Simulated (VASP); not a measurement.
Runs of VASP 6.6.1 on Se. The structure is that of space group P-6m2 (No. 187), or close to it. The cells are those of the table. 

```tsv
task	cell	k mesh	cutoff (eV)	gap on the mesh (eV)	pressure (GPa)	relaxed volume (Å³/atom)	largest force (eV/Å)
single point	a = 3.332, b = 3.332, c = 5.253 Å, angles 90.0, 90.0, 120.0°, 3 atoms	6 × 6 × 4	520	none	58.7	-	(b)
relaxation of cell and atoms	relaxed from a = 3.823, b = 3.823, c = 6.056 Å, angles 90.0, 90.0, 120.0°, 3 atoms	12 × 12 × 8	600	none	0.0	25.76	-
single point	a = 3.836, b = 3.836, c = 6.066 Å, angles 90.0, 90.0, 120.0°, 3 atoms	12 × 12 × 8	520	none	0.0	-	0.01
single point	a = 3.823, b = 3.823, c = 6.056 Å, angles 90.0, 90.0, 120.0°, 3 atoms	6 × 6 × 4	520	none	0.3	-	(a)
relaxation of cell and atoms	relaxed from a = 3.332, b = 3.332, c = 5.253 Å, angles 90.0, 90.0, 120.0°, 3 atoms	6 × 6 × 4	600	none	0.1	25.67	0.01
```

Alike in all rows: level PBE; potentials or basis VASP PAW PBE potentials, release 64 (Se); no spin polarisation; smearing gaussian 0.1 eV.

Question: Fill in the values left out.

Answer: (a) 0.02; (b) 4.11.

Caveats: some runs use coarse meshes; forces of over 1 eV/Å act on the atoms, so gaps and moduli don't describe the material at rest (some runs); the volume moved by over 15 % at a fixed basis, so the end points are rough (some runs).

A k mesh can miss the band edges, and the runs leave out spin-orbit coupling on Se.

A gap of «none» marks levels without a gap at the run's occupations.
